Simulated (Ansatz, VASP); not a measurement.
**Two plane-wave programs on BiTe**

```
Bi Te
1.0
     2.42271    1.39875    3.36705
    -2.42271    1.39875    3.36705
     0.00000   -2.79750    3.36705
Bi Te
1 1
Direct
  0.50000 0.50000 0.50000
  0.00000 0.00000 0.00000
```

Change from the starting cell: strain +0.000 along x and y, +0.015 along z, atoms carried along.

Alike in both runs: task single point; functional PBE; k mesh 12 × 12 × 12; occupations gaussian, width 0.15 eV; no spin polarisation.

|  | VASP | Ansatz |
| --- | --- | --- |
| version | VASP 6.6.1 | Ansatz 0.2.0 |
| potentials or method | VASP PAW PBE potentials, release 64 (Bi_d, Te), cutoff 520 eV | scalar-relativistic, plane waves, PAW |
| valence electrons in the cell | 21 | 31 |

|  | VASP | Ansatz | Ansatz less VASP |
| --- | --- | --- | --- |
| gap on the k mesh at the Fermi level (eV) | none | none | - |
| pressure (GPa) | -0.6 | -0.6 | +0.06 |

A gap of «none» marks a metal or a gap that the smearing closes. With one functional, cell and mesh, what is left measures potentials, basis and numerics. VASP's potentials hold 21 valence electrons a cell and Ansatz's 31, so a difference there can come from the potentials and not from the codes.

Spin-orbit coupling is off throughout.
